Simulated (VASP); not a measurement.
Set up this calculation in VASP 6.6.1, as the native input.

```yaml
Task: single point
Functional: LDA
Potentials_or_basis: VASP PAW LDA potentials, release 64 (Sb, Pt)
Cutoff: 520 eV
k_mesh: 11 × 11 × 8
Occupations: fermi-dirac, width 0.08 eV
Spin: no spin polarisation
Dipole_correction: no
Further_INCAR_settings: ALGO = Normal; EDIFF = 1e-06; NBANDS = 23
```

The structure of SbPt lies in POSCAR:

```
SbPt
1.0
    4.1299978706      0.0000000000      0.0000000000
   -2.0649989353      3.5766830735      0.0000000000
    0.0000000000      0.0000000000      5.4172800000
Sb Pt
2 2
Direct
    0.3333333333      0.6666666667      0.2500000000
    0.6666666667      0.3333333333      0.7500000000
    0.0000000000      0.0000000000      0.0000000000
    0.0000000000      0.0000000000      0.5000000000
```

This cell differs from its parent crystal: zz strain of -1 %.

These files were run (other wordings do the same):

INCAR

```
SYSTEM = SbPt
PREC     = Accurate       ! precision mode
ENCUT    = 520            ! plane-wave cutoff, eV
EDIFF    = 1E-6           ! SCF threshold, eV
ISMEAR   = -1             ! smearing method
SIGMA    = 0.08           ! smearing width, eV
LREAL    = .FALSE.        ! projectors in reciprocal space
LASPH    = .TRUE.         ! aspherical terms in the spheres
NELM     = 100            ! most SCF steps
ALGO     = Normal         ! electronic algorithm
ISIF     = 2              ! what is computed and relaxed
LWAVE    = .FALSE.        ! write WAVECAR
LCHARG   = .FALSE.        ! write CHGCAR
NBANDS   = 23             ! bands
```

KPOINTS

```
Automatic mesh
0
G
  11 11 8
  0 0 0
```

Potentials or basis: VASP PAW LDA potentials, release 64 (Sb, Pt).

Command:

```console
$ cat potpaw_LDA.64/Sb/POTCAR potpaw_LDA.64/Pt/POTCAR > POTCAR
$ mpirun -np 1 vasp_std > vasp.out
```

Results of the run:

```yaml
Pressure: 1.9 GPa
Band_gap_on_the_k_mesh: zero (band 15 reaches 12.63 eV, above the bottom of band 16 at 8.63 eV)
```

Caveat: the cell differs from its parent crystal (zz strain of -1 %); spin-orbit coupling is left out, which moves the levels of the heavy elements.

It took 60 s on 1 thread of AMD EPYC 9R45 96-Core Processor (Zen 5) (shared host), peak memory 0.23 GiB.
